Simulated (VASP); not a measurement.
SiC: single point with PBEsol

SiC:

```xyz
2
Lattice="0.0000 2.0461 2.0461 2.0461 0.0000 2.0461 2.1307 2.1307 -0.0846" Properties=species:S:1:pos:R:3 pbc="T T T"
Si    0.0000    0.0000    0.0000
C     3.1326    3.1326    3.0057
```

```yaml
Program: VASP 6.6.1
Task: single point
Functional: PBEsol
Potentials_or_basis: VASP PAW PBE potentials, release 64 (Si, C)
Cutoff: 520 eV
k_mesh: 12 × 12 × 12
Occupations: gaussian, width 0.05 eV
Spin: no spin polarisation
Dipole_correction: no
Further_INCAR_settings: ALGO = Normal; EDIFF = 1e-06; NBANDS = 11
```

```yaml
Pressure: 38.0 GPa
Largest_force: 0.936 eV/Å
Band_gap_on_the_k_mesh: 0.88 eV, indirect (least direct gap 4.14 eV)
```

Forces on the atoms (eV/Å):
```
Si   0.540  0.540 -0.540
C   -0.540 -0.540  0.540
```

Stress tensor (GPa, compression positive):
```
 38.04 -14.66  14.66
-14.66  38.04  14.66
 14.66  14.66  38.04
```

Levels at points of the mesh, in eV from the valence-band top:
```csv
k point,band 1,band 2,band 3,band 4,band 5,band 6,band 7,band 8,band 9
"(0.00, 0.00, 0.00)",-16.65,-0.52,0.00,0.00,6.03,8.55,8.57,8.57,15.12
"(0.50, 0.00, 0.00)",-12.36,-9.46,-1.43,-1.29,5.91,7.01,7.82,10.37,16.92
"(0.50, 0.50, 0.00)",-10.95,-8.44,-3.95,-3.26,0.88,4.60,14.98,15.16,16.68
"(0.00, 0.00, 0.50)",-13.05,-9.64,-0.86,-0.86,7.37,8.10,8.10,10.79,17.26
```

It took 15 s on 1 thread of Intel Xeon 6975P-C (shared host), peak memory 0.16 GiB.

Caveat: the PAW data sets were made with another functional, which shifts forces and pressure a little. A k mesh can miss the band edges.
